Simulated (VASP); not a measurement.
# TiN (Fm-3m) in VASP: notebook

TiN is run at these levels: PBEsol; tasks: single point, relaxation of cell and atoms.

Program: VASP 6.6.1. These are calculated values, not measurements. Logs are shortened: lines on timing, memory, paths and dates and some standing lists are left out, and cuts for length are marked.

## (1) The cell of the first run

Symmetry: Fm-3m, No. 225, cubic system. Conventional cell: a = 4.204 Å, b = 4.204 Å, c = 4.204 Å, α = 90.00°, β = 90.00°, γ = 90.00°. Within 2.8 Å of Ti (site symmetry m-3m) lie 6 N at 2.10 Å. N (site symmetry m-3m) has 6 Ti at 2.10 Å within 2.8 Å.

## (2) Single point, PBEsol

INCAR

```
SYSTEM = TiN
  PREC = Accurate
  ENCUT = 520
  EDIFF = 1E-7
  ISMEAR = 0
  SIGMA = 0.15
  LREAL = .False.
  LASPH = .True.
  NELM = 60
  ALGO = Normal
  ISIF = 2
  LWAVE = .False.
  LCHARG = .True.
  GGA = PS
  LELF = .True.
  LVHAR = .True.
  NBANDS = 16
```

KPOINTS

```
regular mesh
0
Gamma
  20 20 20
  0 0 0
```

POSCAR

```
TiN
1.0
    0.0000000000      2.1019496216      2.1019496216
    2.1019496216      0.0000000000      2.1019496216
    2.1019496216      2.1019496216      0.0000000000
Ti N
1 1
Direct
    0.0000000000      0.0000000000      0.0000000000
    0.5000000000      0.5000000000      0.5000000000
```

Potentials or basis: VASP PAW PBE potentials, release 64 (Ti_sv, N).

Launch:

```console
$ cat potpaw_PBE.64/Ti_sv/POTCAR potpaw_PBE.64/N/POTCAR > POTCAR
$ mpirun -np 1 vasp_std > vasp.out
```

OUTCAR:

```text
SYSTEM = TiN
   PREC = Accurate
   ENCUT = 520
   EDIFF = 1E-7
   ISMEAR = 0
   LREAL = .False.
   LASPH = .True.
   NELM = 60
   ISIF = 2
   GGA = PS

 ion  position               nearest neighbor table
   1  0.000  0.000  0.000-   2 2.10   2 2.10   2 2.10   2 2.10   2 2.10   2 2.10
   2  0.500  0.500  0.500-   1 2.10   1 2.10   1 2.10   1 2.10   1 2.10   1 2.10

  LATTYP: Found a face centered cubic cell.
 ALAT       =     4.2038992432

  Lattice vectors:

 A1 = (   0.0000000000,   2.1019496216,   2.1019496216)
 A2 = (   2.1019496216,   0.0000000000,   2.1019496216)
 A3 = (   2.1019496216,   2.1019496216,   0.0000000000)

Analysis of symmetry for initial positions (statically):
=====================================================================
 Subroutine PRICEL returns:
 Original cell was already a primitive cell.

 Routine SETGRP: Setting up the symmetry group for a
 face centered cubic supercell.

 Subroutine GETGRP returns: Found 48 space group operations
 (whereof 48 operations were pure point group operations)
 out of a pool of 48 trial point group operations.

The static configuration has the point symmetry O_h .

Analysis of symmetry for dynamics (positions and initial velocities):
=====================================================================
 Subroutine PRICEL returns:
 Original cell was already a primitive cell.

 Routine SETGRP: Setting up the symmetry group for a
 face centered cubic supercell.

 Subroutine GETGRP returns: Found 48 space group operations
 (whereof 48 operations were pure point group operations)
 out of a pool of 48 trial point group operations.

The dynamic configuration has the point symmetry O_h .

 Subroutine INISYM returns: Found 48 space group operations
 (whereof 48 operations are pure point group operations),
 and found     1 'primitive' translations

----------------------------------------------------------------------------------------

                                     Primitive cell

  volume of cell :      18.5736

  direct lattice vectors                    reciprocal lattice vectors
     0.000000000  2.101949622  2.101949622    -0.237874398  0.237874398  0.237874398
     2.101949622  0.000000000  2.101949622     0.237874398 -0.237874398  0.237874398
     2.101949622  2.101949622  0.000000000     0.237874398  0.237874398 -0.237874398

  length of vectors
     2.972605662  2.972605662  2.972605662     0.412010542  0.412010542  0.412010542

  position of ions in fractional coordinates (direct lattice)
     0.000000000  0.000000000  0.000000000
     0.500000000  0.500000000  0.500000000

  ion indices of the primitive-cell ions
   primitive index   ion index
                 1           1
                 2           2

----------------------------------------------------------------------------------------

 KPOINTS: regular mesh

Automatic generation of k-mesh.
 Grid dimensions read from file:
 generate k-points for:   20   20   20

 Generating k-lattice:

  Cartesian coordinates                     Fractional coordinates (reciprocal lattice)
    -0.011893720  0.011893720  0.011893720     0.050000000  0.000000000  0.000000000
     0.011893720 -0.011893720  0.011893720     0.000000000  0.050000000  0.000000000
     0.011893720  0.011893720 -0.011893720     0.000000000  0.000000000  0.050000000

  Length of vectors
     0.020600527  0.020600527  0.020600527

  Shift w.r.t. Gamma in fractional coordinates (k-lattice)
     0.000000000  0.000000000  0.000000000

 Subroutine IBZKPT returns following result:
 ===========================================

 Found    256 irreducible k-points:

 Following reciprocal coordinates:
            Coordinates               Weight
  0.000000  0.000000  0.000000      1.000000
  0.050000  0.000000  0.000000      8.000000
  0.100000  0.000000  0.000000      8.000000
  0.150000  0.000000  0.000000      8.000000
  0.200000  0.000000  0.000000      8.000000
  0.250000  0.000000  0.000000      8.000000
[... 16 lines left out ...]
 -0.400000  0.050000  0.000000     24.000000
 -0.350000  0.050000  0.000000     24.000000
 [... further k-points ...]
   k-points           NKPTS =    256   k-points in BZ     NKDIM =    256   number of bands    NBANDS=     16
   number of dos      NEDOS =    301   number of ions     NIONS =      2
   total plane-waves  NPLWV =  13824
   dimension x,y,z NGX =    24 NGY =   24 NGZ =   24
   dimension x,y,z NGXF=    48 NGYF=   48 NGZF=   48
   ions per type =               1   1
   NGX,Y,Z   is equivalent  to a cutoff of  13.42, 13.42, 13.42 a.u.
   NGXF,Y,Z  is equivalent  to a cutoff of  26.84, 26.84, 26.84 a.u.
 SYSTEM =  TiN
   PREC   = accura    normal or accurate (medium, high low for compatibility)
   ISTART =      0    job   : 0-new  1-cont  2-samecut
   ICHARG =      2    charge: 1-file 2-atom 10-const
   ISPIN  =      1    spin polarized calculation?
   LNONCOLLINEAR =      F non collinear calculations
   LSORBIT =      F    spin-orbit coupling
   LASPH  =      T    aspherical Exc in radial PAW
   ENCUT  =  520.0 eV  38.22 Ry    6.18 a.u.   5.53  5.53  5.53*2*pi/ulx,y,z
   NELM   =     60;   NELMIN=  2; NELMDL= -5     # of ELM steps
   EDIFF  = 0.1E-06   stopping-criterion for ELM
   LREAL  =      F    real-space projection
   EDIFFG = 0.1E-05   stopping-criterion for IOM
   NSW    =      0    number of steps for IOM
   IBRION =     -1    ionic relax: 0-MD 1-quasi-New 2-CG
   NFREE  =      0    steps in history (QN), initial steepest desc. (CG)
   ISIF   =      2    stress and relaxation
   ISYM   =      2    0-nonsym 1-usesym 2-fastsym
   POTIM  = 0.5000    time-step for ionic-motion
   TEBEG  =    0.0;   TEEND  =   0.0 temperature during run
   PSTRESS=    0.0 pullay stress
   NELECT =      17.0000    total number of electrons
   NUPDOWN=      -1.0000    fix difference up-down
   EMIN   =  10.00;   EMAX   =-10.00  energy-range for DOS
   EFERMI =   0.00;   METHOD = LEGACY
   ISMEAR =     0;   SIGMA  =   0.15  broadening in eV -4-tet -1-fermi 0-gaus
   EFERMI_NEDOS =   21; number of points for ismear=-14 and -15
   IALGO  =     38    algorithm
   IMIX   =      4    mixing-type and parameters
     AMIX     =   0.40;   BMIX     =  1.00
     AMIX_MAG =   1.60;   BMIX_MAG =  1.00
  volume/ion in A,a.u.               =       9.29        62.67
  Fermi-wavevector in a.u.,A,eV,Ry     =   1.589494  3.003708 34.374990  2.526491
  Thomas-Fermi vector in A             =   2.688335
   LORBIT       =      0    0 simple, 1 ext, 2 COOP (PROOUT), +10 PAW based schemes
   GGA     = PS    functional components
   LHFCALC =     F    Hartree Fock is set to
   AEXX    =    0.0000 exact exchange contribution
   IVDW    =     0    specifies the selected vdW correction
   LEPSILON=     F    determine dielectric tensor
   LRPA    =     F    only Hartree local field effects (RPA)
 non-spin polarized calculation
 Gauss-broadening in eV      SIGMA  =   0.15
  energy-cutoff  :      520.00
  volume of cell :       18.57
 maximum number of plane-waves:       531
 NGX is ok and might be reduce to    24
   NGX = 11   NGY = 11   NGZ = 11

 number of electron      16.9999998 magnetization

 Free energy of the ion-electron system (eV)
  ---------------------------------------------------
  ext. energy  EPLUGINS =         0.00000000
  ---------------------------------------------------
  free energy    TOTEN  =       -20.78566871 eV

  energy without entropy =      -20.77756248  energy(sigma->0) =      -20.78161559

 E-fermi :  11.6747     XC(G=0): -13.3718

 val. band max:       11.6734291270   @ k =   0.2500   0.0500   0.0000
 cond. band min:      11.6894740949   @ k =  -0.1500   0.1500   0.0000
 fundamental gap:      0.0160449679
 Fermi energy:        11.6746682975

 k-point     1 :       0.0000    0.0000    0.0000
  band No.  band energies     occupation
      1     -45.8931      2.00000
      2     -21.9520      2.00000
      3     -21.9520      2.00000
      4     -21.9520      2.00000
      5      -5.5280      2.00000
      6       9.6248      2.00000
[... 8 lines left out ...]
     15      24.8143      0.00000
     16      31.7680      0.00000

 k-point     2 :       0.0500    0.0000    0.0000
  band No.  band energies     occupation
      1     -45.8904      2.00000
      2     -21.9708      2.00000
      3     -21.9535      2.00000
      4     -21.9535      2.00000
      5      -5.4759      2.00000
      6       9.3076      2.00000
[... 8 lines left out ...]
     15      24.8670      0.00000
     16      31.6855      0.00000

 k-point     3 :       0.1000    0.0000    0.0000
  band No.  band energies     occupation
      1     -45.8825      2.00000
      2     -22.0251      2.00000
      3     -21.9579      2.00000
      4     -21.9579      2.00000
      5      -5.3231      2.00000
      6       8.6129      2.00000
[... 8 lines left out ...]
     15      24.9757      0.00000
     16      31.4690      0.00000

 k-point     4 :       0.1500    0.0000    0.0000
  band No.  band energies     occupation
      1     -45.8702      2.00000
      2     -22.1088      2.00000
      3     -21.9648      2.00000
      4     -21.9648      2.00000
      5      -5.0792      2.00000
      6       7.7748      2.00000
[... 8 lines left out ...]
     15      25.0198      0.00000
     16      31.0205      0.00000
[... 324 lines left out ...]
 k-point    22 :      -0.4500    0.0500    0.0000
  band No.  band energies     occupation
      1     -45.7808      2.00000
      2     -22.6643      2.00000
      3     -22.0273      2.00000
      4     -22.0138      2.00000
      5      -2.9667      2.00000
      6       3.5091      2.00000
[... 8 lines left out ...]
     15      25.6085      0.00000
     16      26.3590      0.00000

 k-point    23 :      -0.4000    0.0500    0.0000
  band No.  band energies     occupation
      1     -45.7871      2.00000
      2     -22.6264      2.00000
      3     -22.0270      2.00000
      4     -22.0070      2.00000
      5      -3.1549      2.00000
      6       3.7974      2.00000
[... 8 lines left out ...]
     15      25.3661      0.00000
     16      26.6539      0.00000

 k-point    24 :      -0.3500    0.0500    0.0000
  band No.  band energies     occupation
      1     -45.7981      2.00000
      2     -22.5593      2.00000
      3     -22.0234      2.00000
      4     -21.9981      2.00000
      5      -3.4621      2.00000
      6       4.2917      2.00000
[... 8 lines left out ...]
     15      25.0278      0.00000
     16      27.1863      0.00000

 [... further k-points ...]
[... 5 lines left out ...]
  --------------------------------------------------------------------------------------
  -------------------------------------------------------------------------------------
  Total        0.0580747      0.0580747      0.0580747      0.0000000      0.0000000      0.0000000
  in kB        5.0095704      5.0095704      5.0095704      0.0000000      0.0000000      0.0000000
  external PRESSURE =       5.0095704 kB  Pullay stress =       0.0000000 kB

 VOLUME and BASIS-vectors are now :
 -----------------------------------------------------------------------------
  energy-cutoff  :      520.00
  volume of cell :       18.57
      direct lattice vectors                 reciprocal lattice vectors
     0.000000000  2.101949622  2.101949622    -0.237874398  0.237874398  0.237874398
     2.101949622  0.000000000  2.101949622     0.237874398 -0.237874398  0.237874398
     2.101949622  2.101949622  0.000000000     0.237874398  0.237874398 -0.237874398

 POSITION                                       TOTAL-FORCE (eV/Angst)
 -----------------------------------------------------------------------------------
      0.00000      0.00000      0.00000        -0.000000      0.000000      0.000000
      2.10195      2.10195      2.10195         0.000000     -0.000000     -0.000000
 -----------------------------------------------------------------------------------
    total drift:                                0.000000     -0.000000     -0.000000

  FREE ENERGIE OF THE ION-ELECTRON SYSTEM (eV)
  ---------------------------------------------------
  free  energy   TOTEN  =       -20.7856687062 eV

  energy  without entropy=      -20.7775624815  energy(sigma->0) =      -20.78161559
```

It took 1.9 min on 1 thread of AMD EPYC 7R13, shared host; peak memory 0.2 GiB.

What came out:

```yaml
Free_energy: -20.7857 eV
Pressure: 0.5 GPa
```

Caveat: the PAW data sets were made with another functional, which shifts forces and pressure a little.

## (3) Single point, PBEsol

INCAR

```
PREC = Accurate
ENCUT = 520
EDIFF = 1E-6
ISMEAR = 0
SIGMA = 0.1
LREAL = F
LASPH = T
NELM = 100
ALGO = Normal
ISIF = 2
LWAVE = F
LCHARG = F
GGA = PS
NBANDS = 16
```

KPOINTS

```
Automatic mesh
0
Gamma
  18 18 18
```

POSCAR is that of step 2.

Potentials or basis: VASP PAW PBE potentials, release 64 (Ti_sv, N).

Launch:

```console
$ cat potpaw_PBE.64/Ti_sv/POTCAR potpaw_PBE.64/N/POTCAR > POTCAR
$ mpirun -np 1 vasp_std > vasp.out
```

Run time: 20 s. Hardware: 1 thread of Intel Xeon 6975P-C (Granite Rapids), shared host; peak memory 0.18 GiB.

It converged, with:

```
Free energy : -20.7821 eV
Pressure    : 0.5 GPa
```

Levels at points of the mesh, in eV from the Fermi level:
| k point | band 5 | band 6 | band 7 | band 8 | band 9 | band 10 | band 11 | band 12 | band 13 | band 14 |
| --- | --- | --- | --- | --- | --- | --- | --- | --- | --- | --- |
| (0.00, 0.00, 0.00) | -17.20 | -2.05 | -2.05 | -2.05 | -0.65 | -0.65 | -0.65 | 0.60 | 0.60 | 5.70 |
| (0.50, 0.00, 0.00) | -14.58 | -8.28 | -5.63 | -5.63 | 1.78 | 1.78 | 2.49 | 6.00 | 6.00 | 6.13 |
| (0.50, 0.50, 0.00) | -15.76 | -5.90 | -3.25 | -3.25 | -3.23 | 1.72 | 2.52 | 2.52 | 3.86 | 10.89 |

Caveat: the PAW data sets were made with another functional, which shifts forces and pressure a little.

## (4) Relaxation of cell and atoms, PBEsol

This run uses another cell than the first one, of 9.56 Å³/atom, 1.029 times its volume.

INCAR

```
PREC     = Accurate       # precision mode
ENCUT    = 600            # plane-wave cutoff, eV
EDIFF    = 1E-6           # SCF threshold, eV
ISMEAR   = 0              # smearing method
SIGMA    = 0.1            # smearing width, eV
LREAL    = F              # projectors in reciprocal space
LASPH    = T              # aspherical terms in the spheres
NELM     = 80             # most SCF steps
ALGO     = Normal         # electronic algorithm
ISIF     = 3              # what is computed and relaxed
LWAVE    = F              # write WAVECAR
LCHARG   = F              # write CHGCAR
GGA      = PS             # functional
IBRION   = 2              # ionic algorithm
NSW      = 100            # ionic steps
EDIFFG   = -0.005         # ionic threshold
```

KPOINTS is that of step 3.

POSCAR

```
TiN
1.0
    0.0000000000      2.1220000000      2.1220000000
    2.1220000000      0.0000000000      2.1220000000
    2.1220000000      2.1220000000      0.0000000000
Ti N
1 1
Direct
    0.0000000000      0.0000000000      0.0000000000
    0.5000000000      0.5000000000      0.5000000000
```

Launch:

```console
$ cat potpaw_PBE.64/Ti_sv/POTCAR potpaw_PBE.64/N/POTCAR > POTCAR
$ mpirun -np 1 vasp_std > vasp.out
```

Wall time 40 s (1 thread of Intel Xeon 6975P-C (Granite Rapids), shared host); peak memory 0.19 GiB.

It converged, with:

| Quantity | Value |
| --- | --- |
| Free energy | -20.7848 eV |
| Relaxed volume | 9.30 Å³/atom |
| Relaxed cell | a = 2.974 Å, b = 2.974 Å, c = 2.974 Å, α = 60.00°, β = 60.00°, γ = 60.00° |
| Space group after relaxing (to 0.05 Å) | Fm-3m (No. 225) |
| Energy gained by relaxing | 6.3 meV/atom |
| Ionic steps | 3 |
| Pressure after relaxing | -0.1 GPa |

The path:
```
step  energy change (eV)  largest force (eV/Å)  pressure (GPa)  volume (Å³)
   1              0.0000                0.0000           -7.73        19.11
   2              0.0162                0.0000           13.07        17.86
   3             -0.0126                0.0000           -0.05        18.60
```

Final structure:
```
Ti N
1.0
     0.00000    2.10301    2.10301
     2.10301    0.00000    2.10301
     2.10301    2.10301    0.00000
Ti N
1 1
Direct
  0.00000 0.00000 0.00000
  0.50000 0.50000 0.50000
```

Levels at points of the mesh, in eV from the Fermi level:
| k point | band 6 | band 7 | band 8 | band 9 | band 10 | band 11 | band 12 |
| --- | --- | --- | --- | --- | --- | --- | --- |
| (0.00, 0.00, 0.00) | -2.05 | -2.05 | -2.05 | -0.65 | -0.65 | -0.65 | 0.60 |
| (0.50, 0.00, 0.00) | -8.27 | -5.62 | -5.62 | 1.78 | 1.78 | 2.48 | 5.98 |
| (0.50, 0.50, 0.00) | -5.90 | -3.25 | -3.25 | -3.22 | 1.72 | 2.52 | 2.52 |

Caveat: the PAW data sets were made with another functional, which shifts forces and pressure a little.

## (5) The runs side by side

```tsv
task	cell	k mesh	cutoff (eV)	smearing	gap on the mesh (eV)	pressure (GPa)
single point	a = 2.973 Å, angles 60.0°, 2 atoms	20 × 20 × 20	520	gaussian 0.15 eV	none	0.5
single point	a = 2.973 Å, angles 60.0°, 2 atoms	18 × 18 × 18	520	gaussian 0.1 eV	none	0.5
relaxation of cell and atoms	relaxed from a = 3.001 Å, angles 60.0°, 2 atoms	18 × 18 × 18	600	gaussian 0.1 eV	none	-0.1
```

Alike in all rows: level PBEsol; potentials or basis VASP PAW PBE potentials, release 64 (Ti_sv, N); no spin polarisation.

Caveats: the PAW data sets were made with another functional, which shifts forces and pressure a little.

Absolute energies hang on the potentials; compare differences alone.
